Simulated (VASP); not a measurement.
Si: single point with PBE+D3(BJ)

Slab: Si, a slab with vacuum.

```
Si
1.0
     3.81552    0.00000    0.00000
    -1.90776    3.30433    0.00000
     0.00000    0.00000   21.10960
Si
6
Cartesian
  1.9078 1.1014 7.0000
  0.0000 2.2029 7.7967
  0.0000 2.2029 10.1565
  1.9078 1.1014 10.9186
  1.9078 1.1014 13.3097
  0.0000 2.2029 13.9914
```

| Quantity | Value |
| --- | --- |
| Program | VASP 6.6.1 |
| Task | single point |
| Functional | PBE |
| Dispersion | D3(BJ) |
| Potentials or basis | VASP PAW PBE potentials, release 64 (Si) |
| Cutoff | 520 eV |
| k mesh | 9 × 9 × 1 |
| Occupations | gaussian, width 0.05 eV |
| Spin | no spin polarisation |
| Dipole correction | yes |
| Further INCAR settings | ALGO = Normal; EDIFF = 1e-07; NBANDS = 21 |

* Largest force: 0.599 eV/Å
* Band gap on the k mesh: zero (band 12 reaches 0.06 eV, above the bottom of band 13 at -0.02 eV)
* Dispersion energy per atom: -0.276 eV

Forces on the atoms (eV/Å):
```
Si   0.000  0.000  0.505
Si   0.000  0.000 -0.599
Si   0.000  0.000  0.117
Si   0.000  0.000 -0.004
Si   0.000  0.000 -0.009
Si   0.000  0.000 -0.011
```

Levels at points of the mesh, in eV from the Fermi level:
```
           k point  band 8  band 9  band 10  band 11  band 12  band 13  band 14  band 15  band 16  band 17
(0.00, 0.00, 0.00)   -0.75   -0.65    -0.65    -0.02    -0.02     0.80     1.48     2.56     2.56     2.62
```

It took 3.3 min on 1 thread of AMD EPYC 7R13 Processor (Zen 3) (shared host), peak memory 0.34 GiB.
